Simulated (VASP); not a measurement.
# InSe (R3m) in VASP: notebook

InSe is run at these levels: PBE; tasks: single point.

Program: VASP 6.6.1. These are calculated values, not measurements. Logs are shortened: lines on timing, memory, paths and dates and some standing lists are left out, and cuts for length are marked.

**Experimental background.**

“The Interaction of Hydrogen with the van der Waals Crystal γ-InSe”, 2020, pmc:7321205 reports, for a bulk crystal of InSe at 300 K: band gap 1.25 eV.

How close the calculation comes is told below.

## (1) The cell of the first run

Symmetry: R3m, No. 160, trigonal system. Conventional cell: a = 4.021 Å, b = 4.021 Å, c = 24.374 Å, α = 90.00°, β = 90.00°, γ = 120.00°. Within 3.5 Å of In (site symmetry 3m) lie 3 Se at 2.64 Å and 1 In at 2.76 Å. Within 3.5 Å of In (site symmetry 3m) lie 3 Se at 2.64 Å and 1 In at 2.76 Å. Se (site symmetry 3m) has 3 In at 2.64 Å within 3.5 Å. Within 3.5 Å of Se (site symmetry 3m) lie 3 In at 2.64 Å.

## (2) Single point, PBE (uniaxial z strain -3.4%)

INCAR

```
PREC     = Accurate       # precision mode
ENCUT    = 520            # plane-wave cutoff, eV
EDIFF    = 1E-7           # SCF threshold, eV
ISMEAR   = -1             # smearing method
SIGMA    = 0.02           # smearing width, eV
LREAL    = F              # projectors in reciprocal space
LASPH    = T              # aspherical terms in the spheres
NELM     = 80             # most SCF steps
ALGO     = Normal         # electronic algorithm
ISIF     = 2              # what is computed and relaxed
LWAVE    = F              # write WAVECAR
LCHARG   = F              # write CHGCAR
GGA      = PE             # functional
NBANDS   = 27             # bands
```

KPOINTS

```
regular mesh
0
Gamma
  8 8 8
```

POSCAR

```
InSe
1.0
    2.0105578892      1.1607961385      8.1247033248
   -2.0105578892      1.1607961385      8.1247033248
    0.0000000000     -2.3215922771      8.1247033248
In Se
2 2
Direct
   -0.0010043852     -0.0010043852     -0.0010043852
    0.1123747898      0.1123747898      0.1123747898
    0.6143061150      0.6143061150      0.6143061150
    0.8303234803      0.8303234803      0.8303234803
```

Potentials or basis: VASP PAW PBE potentials, release 64 (In_d, Se).

Run with:

```bash
cat potpaw_PBE.64/In_d/POTCAR potpaw_PBE.64/Se/POTCAR > POTCAR
mpirun -np 1 vasp_std > vasp.out
```

OUTCAR:

```text
PREC = Accurate
   ENCUT = 520
   EDIFF = 1E-7
   ISMEAR = -1
   LREAL = F
   LASPH = T
   NELM = 80
   ISIF = 2
   GGA = PE

 ion  position               nearest neighbor table
   1  0.999  0.999  0.999-   3 2.64   3 2.64   3 2.64   2 2.76
   2  0.112  0.112  0.112-   4 2.64   4 2.64   4 2.64   1 2.76
   3  0.614  0.614  0.614-   1 2.64   1 2.64   1 2.64
   4  0.830  0.830  0.830-   2 2.64   2 2.64   2 2.64

  LATTYP: Found a trigonal (rhomboedric) cell.
 ALAT       =     8.4498872665
 COS(alpha) =     0.8867700462

  Lattice vectors:

 A1 = (   2.0105578892,   1.1607961385,   8.1247033248)
 A2 = (  -2.0105578892,   1.1607961385,   8.1247033248)
 A3 = (   0.0000000000,  -2.3215922771,   8.1247033248)

Analysis of symmetry for initial positions (statically):
=====================================================================
 Subroutine PRICEL returns:
 Original cell was already a primitive cell.

 Routine SETGRP: Setting up the symmetry group for a
 trigonal (rhombohedral) supercell.

 Subroutine GETGRP returns: Found  6 space group operations
 (whereof  6 operations were pure point group operations)
 out of a pool of 12 trial point group operations.

The static configuration has the point symmetry C_3v.

Analysis of symmetry for dynamics (positions and initial velocities):
=====================================================================
 Subroutine PRICEL returns:
 Original cell was already a primitive cell.

 Routine SETGRP: Setting up the symmetry group for a
 trigonal (rhombohedral) supercell.

 Subroutine GETGRP returns: Found  6 space group operations
 (whereof  6 operations were pure point group operations)
 out of a pool of 12 trial point group operations.

The dynamic configuration has the point symmetry C_3v.

 Subroutine INISYM returns: Found  6 space group operations
 (whereof  6 operations are pure point group operations),
 and found     1 'primitive' translations

----------------------------------------------------------------------------------------

                                     Primitive cell

  volume of cell :     113.7709

  direct lattice vectors                    reciprocal lattice vectors
     2.010557889  1.160796139  8.124703325     0.248687194  0.143579618  0.041027139
    -2.010557889  1.160796139  8.124703325    -0.248687194  0.143579618  0.041027139
     0.000000000 -2.321592277  8.124703325     0.000000000 -0.287159237  0.041027139

  length of vectors
     8.449887267  8.449887267  8.449887267     0.290075255  0.290075255  0.290075255

  position of ions in fractional coordinates (direct lattice)
     0.998995615  0.998995615  0.998995615
     0.112374790  0.112374790  0.112374790
     0.614306115  0.614306115  0.614306115
     0.830323480  0.830323480  0.830323480

  ion indices of the primitive-cell ions
   primitive index   ion index
                 1           1
                 2           2
                 3           3
                 4           4

----------------------------------------------------------------------------------------

 KPOINTS: regular mesh

Automatic generation of k-mesh.
 Grid dimensions read from file:
 generate k-points for:    8    8    8

 Generating k-lattice:

  Cartesian coordinates                     Fractional coordinates (reciprocal lattice)
     0.031085899  0.017947452  0.005128392     0.125000000  0.000000000  0.000000000
    -0.031085899  0.017947452  0.005128392     0.000000000  0.125000000  0.000000000
     0.000000000 -0.035894905  0.005128392     0.000000000  0.000000000  0.125000000

  Length of vectors
     0.036259407  0.036259407  0.036259407

  Shift w.r.t. Gamma in fractional coordinates (k-lattice)
     0.000000000  0.000000000  0.000000000

 Subroutine IBZKPT returns following result:
 ===========================================

 Found     65 irreducible k-points:

 Following reciprocal coordinates:
            Coordinates               Weight
  0.000000  0.000000  0.000000      1.000000
  0.125000  0.000000  0.000000      6.000000
  0.250000  0.000000  0.000000      6.000000
  0.375000  0.000000  0.000000      6.000000
  0.500000  0.000000  0.000000      3.000000
  0.125000  0.125000  0.000000      6.000000
[... 16 lines left out ...]
  0.250000  0.125000  0.125000      6.000000
  0.375000  0.125000  0.125000      6.000000
 [... further k-points ...]
   k-points           NKPTS =     65   k-points in BZ     NKDIM =     65   number of bands    NBANDS=     27
   number of dos      NEDOS =    301   number of ions     NIONS =      4
   total plane-waves  NPLWV = 262144
   dimension x,y,z NGX =    64 NGY =   64 NGZ =   64
   dimension x,y,z NGXF=   128 NGYF=  128 NGZF=  128
   ions per type =               2   2
   NGX,Y,Z   is equivalent  to a cutoff of  12.59, 12.59, 12.59 a.u.
   NGXF,Y,Z  is equivalent  to a cutoff of  25.18, 25.18, 25.18 a.u.
 SYSTEM =  unknown system
   PREC   = accura    normal or accurate (medium, high low for compatibility)
[... 26 lines left out ...]
   IMIX   =      4    mixing-type and parameters
     AMIX     =   0.40;   BMIX     =  1.00
     AMIX_MAG =   1.60;   BMIX_MAG =  1.00
  volume/ion in A,a.u.               =      28.44       191.94
  Fermi-wavevector in a.u.,A,eV,Ry     =   1.135862  2.146468 17.554000  1.290183
  Thomas-Fermi vector in A             =   2.272567
   LORBIT       =      0    0 simple, 1 ext, 2 COOP (PROOUT), +10 PAW based schemes
   GGA     = PE    functional components
   LHFCALC =     F    Hartree Fock is set to
   AEXX    =    0.0000 exact exchange contribution
   IVDW    =     0    specifies the selected vdW correction
   LEPSILON=     F    determine dielectric tensor
   LRPA    =     F    only Hartree local field effects (RPA)
 non-spin polarized calculation
  energy-cutoff  :      520.00
  volume of cell :      113.77
 maximum number of plane-waves:      3091
   NGX = 31   NGY = 31   NGZ = 31

 number of electron      38.0000001 magnetization

 Free energy of the ion-electron system (eV)
  ---------------------------------------------------
  ext. energy  EPLUGINS =         0.00000000
  ---------------------------------------------------
  free energy    TOTEN  =       -14.09663125 eV

  energy without entropy =      -14.09662713  energy(sigma->0) =      -14.09662919

 E-fermi :   4.6386     XC(G=0):  -9.0501

 val. band max:        4.5284106543   @ k =   0.5000   0.5000   0.5000
 cond. band min:       4.7487699052   @ k =   0.5000   0.5000   0.5000
 fundamental gap:      0.2203592508
 Fermi energy:         4.6386210767

 k-point     1 :       0.0000    0.0000    0.0000
  band No.  band energies     occupation
      1     -10.4756      2.00000
      2     -10.2710      2.00000
      3     -10.2710      2.00000
      4     -10.1785      2.00000
      5     -10.1785      2.00000
      6     -10.1701      2.00000
[... 19 lines left out ...]
     26       9.7652      0.00000
     27      11.9362      0.00000

 k-point     2 :       0.1250    0.0000    0.0000
  band No.  band energies     occupation
      1     -10.4770      2.00000
      2     -10.3311      2.00000
      3     -10.2689      2.00000
      4     -10.2428      2.00000
      5     -10.1747      2.00000
      6     -10.1675      2.00000
[... 19 lines left out ...]
     26      10.1310      0.00000
     27      11.6116      0.00000

 k-point     3 :       0.2500    0.0000    0.0000
  band No.  band energies     occupation
      1     -10.5101      2.00000
      2     -10.4033      2.00000
      3     -10.3598      2.00000
      4     -10.2669      2.00000
      5     -10.1853      2.00000
      6     -10.1410      2.00000
[... 19 lines left out ...]
     26      10.7829      0.00000
     27      11.1174      0.00000

 k-point     4 :       0.3750    0.0000    0.0000
  band No.  band energies     occupation
      1     -10.5765      2.00000
      2     -10.4507      2.00000
      3     -10.4112      2.00000
      4     -10.2679      2.00000
      5     -10.1955      2.00000
      6     -10.1147      2.00000
[... 19 lines left out ...]
     26      11.0656      0.00000
     27      11.6373      0.00000
[... 516 lines left out ...]
      4     -10.1785      2.00000
      5     -10.1785      2.00000
      6     -10.1701      2.00000
[... 19 lines left out ...]
     26       9.7928      0.00000
     27      11.9905      0.00000

 k-point    23 :       0.2500    0.1250    0.1250
  band No.  band energies     occupation
      1     -10.4768      2.00000
      2     -10.3291      2.00000
      3     -10.2689      2.00000
      4     -10.2456      2.00000
      5     -10.1747      2.00000
      6     -10.1675      2.00000
[... 19 lines left out ...]
     26      10.2310      0.00000
     27      11.5983      0.00000

 k-point    24 :       0.3750    0.1250    0.1250
  band No.  band energies     occupation
      1     -10.5075      2.00000
      2     -10.4018      2.00000
      3     -10.3644      2.00000
      4     -10.2669      2.00000
      5     -10.1853      2.00000
      6     -10.1410      2.00000
[... 19 lines left out ...]
     26      10.8539      0.00000
     27      11.3225      0.00000

 [... further k-points ...]
[... 5 lines left out ...]
  --------------------------------------------------------------------------------------
  -------------------------------------------------------------------------------------
  Total        2.2616467      2.2616467      2.7257635      0.0000000     -0.0000000      0.0000000
  in kB       31.8496043     31.8496043     38.3855225      0.0000000     -0.0000000      0.0000000
  external PRESSURE =      34.0282437 kB  Pullay stress =       0.0000000 kB

 VOLUME and BASIS-vectors are now :
 -----------------------------------------------------------------------------
  energy-cutoff  :      520.00
  volume of cell :      113.77
      direct lattice vectors                 reciprocal lattice vectors
     2.010557889  1.160796139  8.124703325     0.248687194  0.143579618  0.041027139
    -2.010557889  1.160796139  8.124703325    -0.248687194  0.143579618  0.041027139
     0.000000000 -2.321592277  8.124703325     0.000000000 -0.287159237  0.041027139

 POSITION                                       TOTAL-FORCE (eV/Angst)
 -----------------------------------------------------------------------------------
      0.00000     -0.00000     24.34963         0.000000     -0.000000      0.124434
      0.00000     -0.00000      2.73904         0.000000      0.000000     -0.126321
      0.00000     -0.00000     14.97316         0.000000      0.000000     -0.224848
      0.00000     -0.00000     20.23840         0.000000     -0.000000      0.226735
 -----------------------------------------------------------------------------------
    total drift:                                0.000000      0.000000      0.000296

  FREE ENERGIE OF THE ION-ELECTRON SYSTEM (eV)
  ---------------------------------------------------
  free  energy   TOTEN  =       -14.0966312489 eV

  energy  without entropy=      -14.0966271313  energy(sigma->0) =      -14.09662919
```

Run time: 7.3 min. Hardware: 1 thread of Intel Xeon 6975P-C (Granite Rapids), shared host; peak memory 0.62 GiB.

What came out:

| Property | Result |
| --- | --- |
| Free energy | -14.0966 eV |
| Pressure | 3.4 GPa |
| Largest force | 0.227 eV/Å |
| Band gap on the k mesh | 0.22 eV, direct |

Forces in eV/Å, atoms in the order of the input:
```
In   0.000  0.000  0.124
In   0.000  0.000 -0.126
Se   0.000  0.000 -0.225
Se   0.000  0.000  0.227
```

Stress tensor (GPa, compression positive):
```
3.18 0.00 0.00
0.00 3.18 0.00
0.00 0.00 3.84
```

Caveat: the cell differs from its parent crystal (uniaxial z strain -3.4%); spin-orbit coupling is left out, which moves the levels of the heavy elements. A k mesh can miss the band edges.

## (3) Single point, PBE

This run uses another cell than the first one, of 29.44 Å³/atom, 1.035 times its volume.

INCAR

```
SYSTEM = InSe
PREC     = Accurate       ! precision mode
ENCUT    = 520            ! plane-wave cutoff, eV
EDIFF    = 1E-6           ! SCF threshold, eV
ISMEAR   = -1             ! smearing method
SIGMA    = 0.02           ! smearing width, eV
LREAL    = .False.        ! projectors in reciprocal space
LASPH    = .True.         ! aspherical terms in the spheres
NELM     = 80             ! most SCF steps
ALGO     = Normal         ! electronic algorithm
ISIF     = 2              ! what is computed and relaxed
LWAVE    = .False.        ! write WAVECAR
LCHARG   = .False.        ! write CHGCAR
GGA      = PE             ! functional
NBANDS   = 27             ! bands
```

KPOINTS

```
regular mesh
0
Gamma
  8 8 8
  0 0 0
```

POSCAR

```
InSe
1.0
    2.0105578892      1.1607961385      8.4106659677
   -2.0105578892      1.1607961385      8.4106659677
    0.0000000000     -2.3215922771      8.4106659677
In Se
2 2
Direct
    0.0004771575      0.0004771575      0.0004771575
    0.1108703954      0.1108703954      0.1108703954
    0.6169580838      0.6169580838      0.6169580838
    0.8276943632      0.8276943632      0.8276943632
```

Potentials or basis: VASP PAW PBE potentials, release 64 (In_d, Se).

Run with:

```bash
cat potpaw_PBE.64/In_d/POTCAR potpaw_PBE.64/Se/POTCAR > POTCAR
mpirun -np 1 vasp_std > vasp.out
```

Run time: 10 min. Hardware: 1 thread of Intel Xeon 6975P-C (Granite Rapids), shared host; peak memory 0.72 GiB.

It converged, with:

- Free energy: -14.1549 eV
- Pressure: 2.5 GPa
- Largest force: 0.211 eV/Å
- Band gap on the k mesh: 0.39 eV, direct

Forces on the atoms (eV/Å):
```
In   0.000  0.000  0.129
In   0.000  0.000 -0.129
Se   0.000  0.000 -0.210
Se   0.000  0.000  0.211
```

Stress tensor (GPa, compression positive):
```
2.51 0.00 0.00
0.00 2.51 0.00
0.00 0.00 2.40
```

Levels at points of the mesh, in eV from the valence-band top:
```csv
k point,band 16,band 17,band 18,band 19,band 20,band 21,band 22,band 23
"(0.00, 0.00, 0.00)",-1.34,-1.34,-1.25,-1.25,1.62,2.05,4.29,4.29
"(0.50, 0.00, 0.00)",-2.36,-2.35,-2.26,-1.68,1.19,1.94,3.68,3.97
"(0.50, 0.50, 0.00)",-2.62,-2.52,-2.07,-1.52,1.19,1.94,3.33,3.60
"(0.50, 0.50, 0.50)",-1.41,-1.17,-1.17,0.00,0.39,2.09,4.21,4.21
```

Caveat: spin-orbit coupling is left out, which moves the levels of the heavy elements.

## (4) Single point, PBE (strain +1.6%)

INCAR

```
PREC = Accurate
ENCUT = 520
EDIFF = 1E-7
ISMEAR = -1
SIGMA = 0.02
LREAL = False
LASPH = True
NELM = 80
ALGO = Normal
ISIF = 2
LWAVE = False
LCHARG = False
GGA = PE
NBANDS = 27
```

KPOINTS

```
regular mesh
0
Gamma
  8 8 8
```

POSCAR

```
InSe
1.0
    2.0417215364      1.1787884787      8.5410312902
   -2.0417215364      1.1787884787      8.5410312902
    0.0000000000     -2.3575769574      8.5410312902
In Se
2 2
Direct
    0.0010361771      0.0010361771      0.0010361771
    0.1102938426      0.1102938426      0.1102938426
    0.6193910833      0.6193910833      0.6193910833
    0.8252788969      0.8252788969      0.8252788969
```

Run with:

```bash
cat potpaw_PBE.64/In_d/POTCAR potpaw_PBE.64/Se/POTCAR > POTCAR
mpirun -np 1 vasp_std > vasp.out
```

Run time: 14 min. Hardware: 1 thread of Intel Xeon 6975P-C (Granite Rapids), shared host; peak memory 0.74 GiB.

It converged, with:

```
Free energy            : -14.1970 eV
Pressure               : 1.2 GPa
Largest force          : 0.194 eV/Å
Band gap on the k mesh : 0.26 eV, direct
```

Forces on the atoms (eV/Å):
```
In   0.000  0.000  0.113
In   0.000  0.000 -0.113
Se   0.000  0.000 -0.194
Se   0.000  0.000  0.194
```

Stress tensor (GPa, compression positive):
```
0.98 0.00 0.00
0.00 0.98 0.00
0.00 0.00 1.60
```

Levels at points of the mesh, in eV from the valence-band top:
| k point | band 17 | band 18 | band 19 | band 20 | band 21 | band 22 |
| --- | --- | --- | --- | --- | --- | --- |
| (0.00, 0.00, 0.00) | -1.34 | -1.34 | -1.34 | 1.34 | 1.90 | 4.14 |
| (0.50, 0.00, 0.00) | -2.31 | -2.23 | -1.61 | 1.26 | 1.83 | 3.72 |
| (0.50, 0.50, 0.00) | -2.47 | -2.12 | -1.46 | 1.23 | 1.86 | 3.39 |
| (0.50, 0.50, 0.50) | -1.25 | -1.25 | 0.00 | 0.26 | 1.90 | 4.08 |

Caveat: the cell differs from its parent crystal (strain +1.6%); spin-orbit coupling is left out, which moves the levels of the heavy elements.

## (5) Single point, PBE (biaxial xy strain +2.4%)

INCAR

```
SYSTEM = InSe
PREC = Accurate ; ENCUT = 520
EDIFF = 1E-7 ; ISMEAR = -1
SIGMA = 0.02 ; LREAL = .FALSE.
LASPH = .TRUE. ; NELM = 100
ALGO = Normal ; ISIF = 2
LWAVE = .FALSE. ; LCHARG = .TRUE.
GGA = PE ; LELF = .TRUE.
LVHAR = .TRUE. ; NBANDS = 27
```

KPOINTS

```
Automatic mesh
0
G
  8 8 8
  0 0 0
```

POSCAR

```
InSe
1.0
    2.0578059996      1.1880748478      8.4106659677
   -2.0578059996      1.1880748478      8.4106659677
    0.0000000000     -2.3761496956      8.4106659677
In Se
2 2
Direct
    0.0001953658      0.0001953658      0.0001953658
    0.1111271604      0.1111271604      0.1111271604
    0.6186241189      0.6186241189      0.6186241189
    0.8260533548      0.8260533548      0.8260533548
```

Run with:

```bash
cat potpaw_PBE.64/In_d/POTCAR potpaw_PBE.64/Se/POTCAR > POTCAR
mpirun -np 1 vasp_std > vasp.out
```

Run time: 14 min. Hardware: 1 thread of Intel Xeon 6975P-C (Granite Rapids), shared host; peak memory 0.74 GiB.

The run converged. Its results:

```
Free energy            : -14.1892 eV
Pressure               : 0.9 GPa
Largest force          : 0.188 eV/Å
Band gap on the k mesh : 0.08 eV, direct
```

Forces in eV/Å, atoms in the order of the input:
```
In   0.000  0.000  0.105
In   0.000  0.000 -0.105
Se   0.000  0.000 -0.188
Se   0.000  0.000  0.188
```

Stress tensor (GPa, compression positive):
```
0.51 0.00 0.00
0.00 0.51 0.00
0.00 0.00 1.71
```

Levels at points of the mesh, in eV from the valence-band top:
| k point | band 16 | band 17 | band 18 | band 19 | band 20 | band 21 | band 22 | band 23 |
| --- | --- | --- | --- | --- | --- | --- | --- | --- |
| (0.00, 0.00, 0.00) | -1.52 | -1.46 | -1.46 | -1.41 | 1.22 | 1.77 | 3.97 | 3.97 |
| (0.50, 0.00, 0.00) | -2.46 | -2.41 | -2.29 | -1.64 | 1.16 | 1.75 | 3.70 | 3.92 |
| (0.50, 0.50, 0.00) | -2.63 | -2.53 | -2.21 | -1.48 | 1.12 | 1.79 | 3.36 | 3.56 |
| (0.50, 0.50, 0.50) | -1.60 | -1.38 | -1.38 | 0.00 | 0.08 | 1.73 | 3.90 | 3.90 |

Caveat: the cell differs from its parent crystal (biaxial xy strain +2.4%); spin-orbit coupling is left out, which moves the levels of the heavy elements.

## (6) The runs side by side

| cell | gap on the mesh (eV) | pressure (GPa) | largest force (eV/Å) |
| --- | --- | --- | --- |
| a = 8.450 Å, angles 27.5°, 4 atoms | 0.22 | 3.4 | 0.23 |
| a = 8.725 Å, angles 26.6°, 4 atoms | 0.39 | 2.5 | 0.21 |
| a = 8.860 Å, angles 26.6°, 4 atoms | 0.26 | 1.2 | 0.19 |
| a = 8.740 Å, angles 27.2°, 4 atoms | 0.08 | 0.9 | 0.19 |

Alike in all rows: task single point; level PBE; potentials or basis VASP PAW PBE potentials, release 64 (In_d, Se); no spin polarisation; k mesh 8 × 8 × 8; cutoff (eV) 520; smearing fermi-dirac 0.02 eV.

Caveats: spin-orbit coupling is left out, which moves the levels of the heavy elements.

Absolute energies hang on the potentials; compare differences alone.

## (7) How close it comes

Step 3. Measured gap of InSe: 1.25 eV (300 K; “The Interaction of Hydrogen with the van der Waals Crystal γ-InSe”, 2020, pmc:7321205). This calculation gives 0.39 eV (-0.86 eV). Spin-orbit coupling on In, Se is left out. The value is that of PBE on a finite k mesh, which can miss the band edges, without temperature or zero-point motion. Semilocal functionals fall short of measured gaps as a rule.
